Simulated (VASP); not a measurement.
Here is a VASP 6.6.1 calculation.

Contents of INCAR:

```
SYSTEM = InAs
PREC = Accurate ; ENCUT = 520
EDIFF = 1E-6 ; ISMEAR = 0
SIGMA = 0.1 ; LREAL = Auto
LASPH = .True. ; NELM = 60
ALGO = Fast ; ISIF = 2
LWAVE = .False. ; LCHARG = .False.
LDIPOL = .True. ; IDIPOL = 3
DIPOL = 0.5 0.5 0.500 ; GGA = PS
NBANDS = 96
```

The input KPOINTS:

```
Automatic mesh
0
Gamma
  6 5 1
  0 0 0
```

File POSCAR:

```
InAs
1.0
    6.0874659232      0.0000000000      0.0000000000
   -3.0437329616      6.8059938075      0.0000000000
    0.0000000000      0.0000000000     26.5701894727
As In
9 9
Direct
    0.1000000000      0.7000000000      0.2822712276
    0.8000000000      0.1000000000      0.3335015270
    0.5000000000      0.5000000000      0.3847318264
    0.2000000000      0.9000000000      0.4359621258
    0.9000000000      0.3000000000      0.4871924252
    0.6000000000      0.7000000000      0.5384227245
    0.3000000000      0.1000000000      0.5896530239
    0.0000000000      0.5000000000      0.6408833233
    0.7000000000      0.9000000000      0.6921136227
    0.7000000000      0.4000000000      0.3078863773
    0.4000000000      0.8000000000      0.3591166767
    0.1000000000      0.2000000000      0.4103469761
    0.8000000000      0.6000000000      0.4615772755
    0.5000000000      0.0000000000      0.5128075748
    0.2000000000      0.4000000000      0.5640378742
    0.9000000000      0.8000000000      0.6152681736
    0.6000000000      0.2000000000      0.6664984730
    0.3000000000      0.6000000000      0.7177287724
```

Potentials or basis: VASP PAW PBE potentials, release 64 (As, In_d).

The run is started by

```console
$ cat potpaw_PBE.64/As/POTCAR potpaw_PBE.64/In_d/POTCAR > POTCAR
$ mpirun -np 1 vasp_std > vasp.out
```

(1) What does it give for the largest force?

(2) Estimate the band gap on the k mesh.

## Answers

(1) 1.367 eV/Å.

(2) 0.02 eV (least direct gap 0.09 eV).

Caveat: the smearing spreads over this small gap; semilocal functionals underestimate gaps, and a narrow one can read as zero; the PAW data sets were made with another functional, which shifts forces and pressure a little; spin-orbit coupling is left out, which moves the levels of the heavy elements.
